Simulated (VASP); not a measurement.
# BaO (Fm-3m) in VASP: further runs

Runs on BaO. Level: PBE. Tasks: G0W0 quasiparticle levels.

All numbers are computed with VASP 6.6.1; they aren't measurements. Logs are shortened: lines on timing, memory, paths and dates and some standing lists are left out, and cuts for length are marked.

## Step 1: The cell of the first run

Symmetry: Fm-3m, No. 225, cubic system. The conventional cell has a = 5.544 Å, b = 5.544 Å, c = 5.544 Å, α = 90.00°, β = 90.00°, γ = 90.00°. Within 3.7 Å of Ba (site symmetry m-3m) lie 6 O at 2.77 Å. Within 3.7 Å of O (site symmetry m-3m) lie 6 Ba at 2.77 Å.

## Step 2: G0W0 quasiparticle levels, PBE

Input file POSCAR:

```
BaO
1.0
    0.0000000000      2.7718674917      2.7718674917
    2.7718674917      0.0000000000      2.7718674917
    2.7718674917      2.7718674917      0.0000000000
Ba O
1 1
Direct
    0.0000000000      0.0000000000      0.0000000000
    0.5000000000      0.5000000000      0.5000000000
```

Input file INCAR.step1:

```
SYSTEM = BaO
PREC = Accurate
ENCUT = 500
EDIFF = 1E-8
ISMEAR = 0
SIGMA = 0.01
LREAL = .FALSE.
LASPH = .TRUE.
NELM = 80
ALGO = Normal
LWAVE = .TRUE.
LCHARG = .FALSE.
GGA = PE
```

Input file INCAR.step2:

```
SYSTEM = BaO
PREC = Accurate
ENCUT = 500
EDIFF = 1E-8
ISMEAR = 0
SIGMA = 0.01
LREAL = .FALSE.
LASPH = .TRUE.
NELM = 1
ALGO = Exact
LWAVE = .TRUE.
LCHARG = .FALSE.
GGA = PE
NBANDS = 68
LOPTICS = .TRUE.
ISTART = 1
```

Input file INCAR.step3:

```
SYSTEM = BaO
PREC = Accurate
ENCUT = 500
EDIFF = 1E-8
ISMEAR = 0
SIGMA = 0.01
LREAL = .FALSE.
LASPH = .TRUE.
ALGO = EVGW0
LWAVE = .FALSE.
LCHARG = .FALSE.
GGA = PE
NELMGW = 1
NBANDS = 68
ENCUTGW = 80.0
NOMEGA = 48
PRECFOCK = Fast
ISTART = 1
NBANDSGW = 16
```

Input file KPOINTS:

```
regular mesh
0
G
  4 4 4
  0 0 0
```

Potentials or basis: VASP PAW PBE potentials, release 64 (Ba_sv_GW, O_GW).

Run with:

```console
$ cat potpaw_PBE.64/Ba_sv_GW/POTCAR potpaw_PBE.64/O_GW/POTCAR > POTCAR
$ cp INCAR.step1 INCAR
$ mpirun -np 1 vasp_std > vasp.out
$ cp INCAR.step2 INCAR
$ mpirun -np 1 vasp_std > vasp.out
$ cp INCAR.step3 INCAR
$ mpirun -np 1 vasp_std > vasp.out
```

OUTCAR:

```text
SYSTEM = BaO
   PREC = Accurate
   ENCUT = 500
   EDIFF = 1E-8
   ISMEAR = 0
   LREAL = .FALSE.
   LASPH = .TRUE.
   GGA = PE
   NELMGW = 1
   ENCUTGW = 80.0
   PRECFOCK = Fast
   ISTART = 1

 ion  position               nearest neighbor table
   1  0.000  0.000  0.000-
   2  0.500  0.500  0.500-

  LATTYP: Found a face centered cubic cell.
 ALAT       =     5.5437349834

  Lattice vectors:

 A1 = (   0.0000000000,   2.7718674917,   2.7718674917)
 A2 = (   2.7718674917,   0.0000000000,   2.7718674917)
 A3 = (   2.7718674917,   2.7718674917,   0.0000000000)

Analysis of symmetry for initial positions (statically):
=====================================================================
 Subroutine PRICEL returns:
 Original cell was already a primitive cell.

 Routine SETGRP: Setting up the symmetry group for a
 face centered cubic supercell.

 Subroutine GETGRP returns: Found 48 space group operations
 (whereof 48 operations were pure point group operations)
 out of a pool of 48 trial point group operations.

The static configuration has the point symmetry O_h .

Analysis of symmetry for dynamics (positions and initial velocities):
=====================================================================
 Subroutine PRICEL returns:
 Original cell was already a primitive cell.

 Routine SETGRP: Setting up the symmetry group for a
 face centered cubic supercell.

 Subroutine GETGRP returns: Found 48 space group operations
 (whereof 48 operations were pure point group operations)
 out of a pool of 48 trial point group operations.

The dynamic configuration has the point symmetry O_h .

 Subroutine INISYM returns: Found 48 space group operations
 (whereof 48 operations are pure point group operations),
 and found     1 'primitive' translations

----------------------------------------------------------------------------------------

                                     Primitive cell

  volume of cell :      42.5939

  direct lattice vectors                    reciprocal lattice vectors
     0.000000000  2.771867492  2.771867492    -0.180383803  0.180383803  0.180383803
     2.771867492  0.000000000  2.771867492     0.180383803 -0.180383803  0.180383803
     2.771867492  2.771867492  0.000000000     0.180383803  0.180383803 -0.180383803

  length of vectors
     3.920012600  3.920012600  3.920012600     0.312433912  0.312433912  0.312433912

  position of ions in fractional coordinates (direct lattice)
     0.000000000  0.000000000  0.000000000
     0.500000000  0.500000000  0.500000000

  ion indices of the primitive-cell ions
   primitive index   ion index
                 1           1
                 2           2

----------------------------------------------------------------------------------------

 KPOINTS: regular mesh

Automatic generation of k-mesh.
 Grid dimensions read from file:
 generate k-points for:    4    4    4

 Generating k-lattice:

  Cartesian coordinates                     Fractional coordinates (reciprocal lattice)
    -0.045095951  0.045095951  0.045095951     0.250000000  0.000000000  0.000000000
     0.045095951 -0.045095951  0.045095951     0.000000000  0.250000000  0.000000000
     0.045095951  0.045095951 -0.045095951     0.000000000  0.000000000  0.250000000

  Length of vectors
     0.078108478  0.078108478  0.078108478

  Shift w.r.t. Gamma in fractional coordinates (k-lattice)
     0.000000000  0.000000000  0.000000000

 Subroutine IBZKPT returns following result:
 ===========================================

 Found      8 irreducible k-points:

 Following reciprocal coordinates:
            Coordinates               Weight
  0.000000  0.000000  0.000000      1.000000
  0.250000  0.000000  0.000000      8.000000
  0.500000  0.000000  0.000000      4.000000
  0.250000  0.250000  0.000000      6.000000
  0.500000  0.250000  0.000000     24.000000
 -0.250000  0.250000  0.000000     12.000000
  0.500000  0.500000  0.000000      3.000000
 -0.250000  0.500000  0.250000      6.000000
   k-points           NKPTS =      8   k-points in BZ     NKDIM =     64   number of bands    NBANDS=     68
   number of dos      NEDOS =    301   number of ions     NIONS =      2
   total plane-waves  NPLWV =  27000
   dimension x,y,z NGX =    30 NGY =   30 NGZ =   30
   dimension x,y,z NGXF=    60 NGYF=   60 NGZF=   60
   ions per type =               1   1
   NGX,Y,Z   is equivalent  to a cutoff of  12.72, 12.72, 12.72 a.u.
   NGXF,Y,Z  is equivalent  to a cutoff of  25.45, 25.45, 25.45 a.u.
 SYSTEM =  BaO
   PREC   = accura    normal or accurate (medium, high low for compatibility)
   ISTART =      1    job   : 0-new  1-cont  2-samecut
   ICHARG =      0    charge: 1-file 2-atom 10-const
   ISPIN  =      1    spin polarized calculation?
   LNONCOLLINEAR =      F non collinear calculations
   LSORBIT =      F    spin-orbit coupling
   LASPH  =      T    aspherical Exc in radial PAW
   ENCUT  =  500.0 eV  36.75 Ry    6.06 a.u.   7.15  7.15  7.15*2*pi/ulx,y,z
   NELM   =     60;   NELMIN=  2; NELMDL=  0     # of ELM steps
   EDIFF  = 0.1E-07   stopping-criterion for ELM
   LREAL  =      F    real-space projection
   EDIFFG = 0.1E-06   stopping-criterion for IOM
   NSW    =      0    number of steps for IOM
   IBRION =     -1    ionic relax: 0-MD 1-quasi-New 2-CG
   NFREE  =      0    steps in history (QN), initial steepest desc. (CG)
   ISIF   =      0    stress and relaxation
   ISYM   =      3    0-nonsym 1-usesym 2-fastsym
   POTIM  = 0.5000    time-step for ionic-motion
   TEBEG  =    0.0;   TEEND  =   0.0 temperature during run
   PSTRESS=    0.0 pullay stress
   NELECT =      16.0000    total number of electrons
   NUPDOWN=      -1.0000    fix difference up-down
   EMIN   =  10.00;   EMAX   =-10.00  energy-range for DOS
   EFERMI =   0.00;   METHOD = LEGACY
   ISMEAR =     0;   SIGMA  =   0.01  broadening in eV -4-tet -1-fermi 0-gaus
   EFERMI_NEDOS =   21; number of points for ismear=-14 and -15
   IALGO  =     38    algorithm
   IMIX   =      4    mixing-type and parameters
     AMIX     =   0.40;   BMIX     =  1.00
     AMIX_MAG =   1.60;   BMIX_MAG =  1.00
  volume/ion in A,a.u.               =      21.30       143.72
  Fermi-wavevector in a.u.,A,eV,Ry     =   1.181224  2.232190 18.984084  1.395291
  Thomas-Fermi vector in A             =   2.317502
   LORBIT       =      0    0 simple, 1 ext, 2 COOP (PROOUT), +10 PAW based schemes
   GGA     = PE    functional components
   LHFCALC =     T    Hartree Fock is set to
   PRECFOCK=fast      Normal, Fast or Accurate (Low or Medium for compatibility)
   ENCUT4O =  -1.0   cutoff for four orbital integrals eV
   NKREDX  =     1    reduce k-point grid by
   NKREDY  =     1    reduce k-point grid by
   NKREDZ  =     1    reduce k-point grid by
   AEXX    =    1.0000 exact exchange contribution
   HFSCREEN=    0.0000 screening length (either q_TF or 0.3 A-1)
   HFSCREENC=   0.0000 screening length for correlation (either q_TF or 0.3 A-1)
   ENCUTFOCK=  -1.0 apply spherical cutoff to Coloumb kernel
   IVDW    =     0    specifies the selected vdW correction
   LEPSILON=     F    determine dielectric tensor
   LRPA    =     F    only Hartree local field effects (RPA)
   LRPAFORCE           =     F    calculate RPA forces
   ENCUTGW             =  80.0    cutoff for response function in eV
   ENCUTGWSOFT         =  64.0    soft cutoff for Coulomb kernel in GW response function in eV
   ENCUTLF             =  -1.0    cutoff for local field effects
   NELMGW              =     1    number of iterations in solving QP/BSE equation
   NELMHF              =     1    number of iterations in the inner HF iteration
   NKREDLFX            =     1    NKREDLFY  =   1   NKREDLFZ  =   1
 non-spin polarized calculation
 Gauss-broadening in eV      SIGMA  =   0.01
  energy-cutoff  :      500.00
  volume of cell :       42.59
 maximum number of plane-waves:      1106
 NGX is ok and might be reduce to    30
  NGX = 16; NGY = 16; NGZ = 16
   NGX = 15   NGY = 15   NGZ = 15
 maximum number of plane-waves:        76
 NGX is ok and might be reduce to    14

 QP shifts <psi_nk| G(iteration)W_0 |psi_nk>: iteration 1
 for sc-GW calculations column KS-energies equals QP-energies in previous step
 and V_xc(KS)=  KS-energies - (<T + V_ion + V_H > + <T+V_H+V_ion>^1  + <V_x>^1)

 k-point   1 :       0.0000    0.0000    0.0000
  band No.  KS-energies  QP-energies   sigma(KS)   V_xc(KS)     V^pw_x(r,r')   Z            occupation Imag(sigma)

      1     -21.4903     -22.2073     -16.1083     -15.0356     -24.4402       0.6684       2.0000       1.4414
      2     -10.6858     -12.0285     -21.6131     -19.4973     -30.7083       0.6346       2.0000       0.8100
      3      -6.0138      -7.2615     -15.8739     -14.2701     -19.3142       0.7780       2.0000       0.2377
      4      -6.0138      -7.2615     -15.8739     -14.2701     -19.3142       0.7780       2.0000       0.2377
      5      -6.0138      -7.2615     -15.8739     -14.2701     -19.3142       0.7780       2.0000       0.2377
      6       3.8868       3.4625     -18.6685     -18.0786     -23.1871       0.7193       2.0000       0.1781
[... 8 lines left out ...]
     15      11.8547      14.0784      -7.2142     -10.0232      -2.0870       0.7916       0.0000      -0.2275
     16      14.8346      19.6803      -8.9947     -15.4139      -3.0946       0.7549       0.0000      -0.2019

 k-point   2 :       0.2500    0.0000    0.0000
  band No.  KS-energies  QP-energies   sigma(KS)   V_xc(KS)     V^pw_x(r,r')   Z            occupation Imag(sigma)

      1     -21.3658     -22.0772     -16.1759     -15.1152     -24.4416       0.6707       2.0000       1.3964
      2     -11.0429     -12.3695     -20.8447     -18.7709     -29.8149       0.6397       2.0000       0.8101
      3      -6.1404      -7.4123     -16.3625     -14.7175     -20.0726       0.7732       2.0000       0.2592
      4      -6.0746      -7.3344     -15.8122     -14.1955     -19.2257       0.7792       2.0000       0.2278
      5      -6.0746      -7.3344     -15.8122     -14.1955     -19.2257       0.7792       2.0000       0.2278
      6       3.0013       2.3975     -16.7170     -15.8848     -20.8756       0.7256       2.0000       0.1976
[... 8 lines left out ...]
     15      13.6535      17.1628      -8.2205     -12.7525      -2.7184       0.7743       0.0000      -0.2319
     16      14.5441      19.1484      -8.7475     -14.7750      -2.9154       0.7639       0.0000      -0.2063

 k-point   3 :       0.5000    0.0000    0.0000
  band No.  KS-energies  QP-energies   sigma(KS)   V_xc(KS)     V^pw_x(r,r')   Z            occupation Imag(sigma)

      1     -21.2347     -21.9421     -16.2488     -15.2033     -24.4442       0.6765       2.0000       1.3479
      2     -11.4021     -12.6989     -20.1466     -18.1066     -29.0244       0.6357       2.0000       0.8279
      3      -6.2515      -7.5491     -16.7975     -15.1137     -20.7541       0.7706       2.0000       0.2848
      4      -6.1330      -7.4024     -15.7567     -14.1255     -19.1430       0.7782       2.0000       0.2187
      5      -6.1330      -7.4024     -15.7567     -14.1255     -19.1430       0.7782       2.0000       0.2187
      6       2.3630       1.6561     -15.7302     -14.7522     -19.8348       0.7229       2.0000       0.2285
[... 74 lines left out ...]
      1     -21.1672     -21.8732     -16.2938     -15.2583     -24.4727       0.6818       2.0000       1.3500
      2     -10.8614     -12.2108     -21.5190     -19.3801     -30.7199       0.6309       2.0000       0.8207
      3      -7.4848      -8.8813     -14.9982     -13.1873     -18.9154       0.7712       2.0000       0.3856
      4      -6.5942      -7.8800     -15.5510     -13.8660     -19.1872       0.7631       2.0000       0.2962
      5      -6.5942      -7.8800     -15.5510     -13.8660     -19.1872       0.7631       2.0000       0.2962
      6       4.1119       3.7101     -18.8267     -18.2739     -23.2477       0.7269       2.0000       0.1692
[... 8 lines left out ...]
     15      14.1103      15.5867      -9.8442     -11.7329      -5.3151       0.7817       0.0000      -0.3106
     16      14.1273      18.3806      -8.4569     -14.0346      -2.6786       0.7626       0.0000      -0.2156

 k-point   8 :      -0.2500    0.5000    0.2500
  band No.  KS-energies  QP-energies   sigma(KS)   V_xc(KS)     V^pw_x(r,r')   Z            occupation Imag(sigma)

      1     -21.1619     -21.8686     -16.2952     -15.2597     -24.4661       0.6825       2.0000       1.3416
      2     -11.0541     -12.3879     -21.0419     -18.9349     -30.1369       0.6331       2.0000       0.8190
      3      -7.0679      -8.4190     -15.2287     -13.4763     -19.0072       0.7710       2.0000       0.3450
      4      -7.0679      -8.4190     -15.2287     -13.4763     -19.0072       0.7710       2.0000       0.3450
      5      -6.0904      -7.3636     -16.1942     -14.5575     -19.7749       0.7779       2.0000       0.2395
      6       2.9893       2.4180     -17.5138     -16.7136     -22.0452       0.7140       2.0000       0.2118
[... 8 lines left out ...]
     15      14.1318      15.6138      -9.8644     -11.7621      -5.3293       0.7809       0.0000      -0.3125
     16      14.5140      16.9807      -9.9942     -13.1894      -5.2294       0.7720       0.0000      -0.2048
```

It took 79 s on 1 thread of Intel Xeon 6975P-C, shared host; peak memory 0.41 GiB.

Results:

```yaml
Band_gap_on_the_k_mesh_mean-field_level: 2.05 eV, direct
Quasiparticle_gap: 3.03 eV
Least_direct_quasiparticle_gap: 3.03 eV
```

Caveat: the k points lie up to 0.49 Å⁻¹ apart; bands, screening cutoff and mesh are small and nothing is extrapolated, so the quasiparticle values aren't converged; spin-orbit coupling is left out, which moves the levels of the heavy elements.

## Step 3: G0W0 quasiparticle levels, PBE

POSCAR is that of step 2.

Input file INCAR.step1:

```
SYSTEM = BaO
  ALGO = Normal
  EDIFF = 1E-8
  ENCUT = 500
  GGA = PE
  ISMEAR = 0
  LASPH = .True.
  LCHARG = .False.
  LREAL = .False.
  LWAVE = .True.
  NELM = 100
  PREC = Accurate
  SIGMA = 0.01
```

Input file INCAR.step2:

```
SYSTEM = BaO
  ALGO = Exact
  EDIFF = 1E-8
  ENCUT = 500
  GGA = PE
  ISMEAR = 0
  ISTART = 1
  LASPH = .True.
  LCHARG = .False.
  LOPTICS = .True.
  LREAL = .False.
  LWAVE = .True.
  NBANDS = 38
  NELM = 1
  PREC = Accurate
  SIGMA = 0.01
```

Input file INCAR.step3:

```
SYSTEM = BaO
  ALGO = EVGW0
  EDIFF = 1E-8
  ENCUT = 500
  ENCUTGW = 60
  GGA = PE
  ISMEAR = 0
  ISTART = 1
  LASPH = .True.
  LCHARG = .False.
  LREAL = .False.
  LWAVE = .False.
  NBANDS = 38
  NBANDSGW = 16
  NELMGW = 1
  NOMEGA = 48
  PREC = Accurate
  PRECFOCK = Fast
  SIGMA = 0.01
```

Input file KPOINTS:

```
k-points
0
Gamma
  4 4 4
  0 0 0
```

Potentials or basis: VASP PAW PBE potentials, release 64 (Ba_sv_GW, O_GW).

Run with:

```console
$ cat potpaw_PBE.64/Ba_sv_GW/POTCAR potpaw_PBE.64/O_GW/POTCAR > POTCAR
$ cp INCAR.step1 INCAR
$ mpirun -np 1 vasp_std > vasp.out
$ cp INCAR.step2 INCAR
$ mpirun -np 1 vasp_std > vasp.out
$ cp INCAR.step3 INCAR
$ mpirun -np 1 vasp_std > vasp.out
```

OUTCAR:

```text
SYSTEM = BaO
   EDIFF = 1E-8
   ENCUT = 500
   ENCUTGW = 60
   GGA = PE
   ISMEAR = 0
   ISTART = 1
   LASPH = .True.
   LREAL = .False.
   NELMGW = 1
   PREC = Accurate
   PRECFOCK = Fast

 ion  position               nearest neighbor table
   1  0.000  0.000  0.000-
   2  0.500  0.500  0.500-

  LATTYP: Found a face centered cubic cell.
 ALAT       =     5.5437349834

  Lattice vectors:

[... 155 lines left out ...]
   ENCUTLF             =  -1.0    cutoff for local field effects
   NELMGW              =     1    number of iterations in solving QP/BSE equation
   NELMHF              =     1    number of iterations in the inner HF iteration
   NKREDLFX            =     1    NKREDLFY  =   1   NKREDLFZ  =   1
 non-spin polarized calculation
 Gauss-broadening in eV      SIGMA  =   0.01
  energy-cutoff  :      500.00
  volume of cell :       42.59
 maximum number of plane-waves:      1106
 NGX is ok and might be reduce to    30
  NGX = 16; NGY = 16; NGZ = 16
   NGX = 15   NGY = 15   NGZ = 15
 maximum number of plane-waves:        59
 NGX is ok and might be reduce to    10

 QP shifts <psi_nk| G(iteration)W_0 |psi_nk>: iteration 1
 for sc-GW calculations column KS-energies equals QP-energies in previous step
 and V_xc(KS)=  KS-energies - (<T + V_ion + V_H > + <T+V_H+V_ion>^1  + <V_x>^1)

 k-point   1 :       0.0000    0.0000    0.0000
  band No.  KS-energies  QP-energies   sigma(KS)   V_xc(KS)     V^pw_x(r,r')   Z            occupation Imag(sigma)

      1     -21.4903     -22.1471     -16.0267     -15.0356     -24.4402       0.6626       2.0000       1.4742
      2     -10.6858     -12.3318     -22.0912     -19.4973     -30.7083       0.6346       2.0000       0.8757
      3      -6.0138      -7.1001     -15.6573     -14.2701     -19.3142       0.7831       2.0000       0.2500
      4      -6.0138      -7.1001     -15.6573     -14.2701     -19.3142       0.7831       2.0000       0.2500
      5      -6.0138      -7.1001     -15.6573     -14.2701     -19.3142       0.7831       2.0000       0.2500
      6       3.8868       3.6101     -18.4613     -18.0786     -23.1871       0.7230       2.0000       0.1971
[... 135 lines left out ...]
      2     -11.0541     -12.6627     -21.4837     -18.9349     -30.1369       0.6311       2.0000       0.8818
      3      -7.0679      -8.2433     -15.0207     -13.4763     -19.0072       0.7610       2.0000       0.3679
      4      -7.0679      -8.2433     -15.0207     -13.4763     -19.0072       0.7610       2.0000       0.3679
      5      -6.0904      -7.2282     -16.0125     -14.5575     -19.7749       0.7820       2.0000       0.2576
      6       2.9893       2.5714     -17.2958     -16.7136     -22.0452       0.7178       2.0000       0.2354
[... 8 lines left out ...]
     15      14.1318      16.0420      -9.3367     -11.7621      -5.3293       0.7875       0.0000      -0.3187
     16      14.5140      17.4227      -9.4433     -13.1894      -5.2294       0.7765       0.0000      -0.2084
```

OUTCAR.step1:

```text
SYSTEM = BaO
   EDIFF = 1E-8
   ENCUT = 500
   GGA = PE
   ISMEAR = 0
   LASPH = .True.
   LREAL = .False.
[... 322 lines left out ...]
      0.00000      0.00000      0.00000        -0.000000     -0.000000     -0.000000
      2.77187      2.77187      2.77187         0.000000      0.000000      0.000000
 -----------------------------------------------------------------------------------
    total drift:                                0.000000      0.000000      0.000000

  FREE ENERGIE OF THE ION-ELECTRON SYSTEM (eV)
  ---------------------------------------------------
  free  energy   TOTEN  =       -13.2986492876 eV

  energy  without entropy=      -13.2986492876  energy(sigma->0) =      -13.29864929
```

Run time: 2.6 min. Hardware: 1 thread of Intel Xeon 8259CL, shared host; peak memory 0.4 GiB.

Results:

* Band gap on the k mesh, mean-field level: 2.05 eV, direct
* Quasiparticle gap: 3.12 eV
* Least direct quasiparticle gap: 3.12 eV

Levels at points of the mesh, in eV from the valence-band top:
| k point | band 4 | band 5 | band 6 | band 7 | band 8 | band 9 | band 10 | band 11 | band 12 |
| --- | --- | --- | --- | --- | --- | --- | --- | --- | --- |
| (0.00, 0.00, 0.00) | -10.34 | -10.34 | -0.44 | -0.44 | -0.44 | 3.58 | 4.75 | 4.75 | 4.75 |
| (0.50, 0.00, 0.00) | -10.46 | -10.46 | -1.97 | -1.46 | -1.46 | 4.96 | 7.20 | 7.20 | 7.38 |
| (0.50, 0.50, 0.00) | -10.92 | -10.92 | -0.22 | -0.22 | 0.00 | 2.05 | 6.01 | 8.43 | 8.94 |

Caveat: the k points lie up to 0.49 Å⁻¹ apart; bands, screening cutoff and mesh are small and nothing is extrapolated, so the quasiparticle values aren't converged; spin-orbit coupling is left out, which moves the levels of the heavy elements.
